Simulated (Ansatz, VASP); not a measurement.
**One calculation of RbCaH3, two programs**

```
Rb Ca H
1.0
     4.56415    0.28526    0.28526
     0.28526    4.56415    0.28526
     0.28526    0.28526    4.56415
Rb Ca H
1 1 3
Direct
  0.00000 0.00000 0.00000
  0.50000 0.50000 0.50000
  0.00000 0.50000 0.50000
  0.50000 0.00000 0.50000
  0.50000 0.50000 0.00000
```

Alike in both runs: task single point; functional LDA; k mesh 6 × 6 × 6; occupations gaussian, width 0.05 eV; no spin polarisation.

```csv
,VASP,Ansatz
version,VASP 6.6.1,Ansatz 0.2.0
potentials or method,"VASP PAW LDA potentials, release 64 (Rb_sv, Ca_sv, H), cutoff 520 eV","scalar-relativistic, plane waves, PAW"
valence electrons in the cell,22,22
```

Ansatz gave:

```
gap on the k mesh at the Fermi level (eV)                     : 2.57
least direct gap on the mesh (eV)                             : 2.57
pressure (GPa)                                                : -2.3
traceless stress, the component that is largest in VASP (GPa) : -1.93
```

What did VASP give for the same quantities?

gap on the k mesh at the Fermi level (eV): 2.56; least direct gap on the mesh (eV): 2.56; pressure (GPa): -2.3; traceless stress, the component that is largest in VASP (GPa): -1.93.

LDA's correlation is that of Perdew and Zunger in VASP and of Perdew and Wang (1992) in Ansatz.
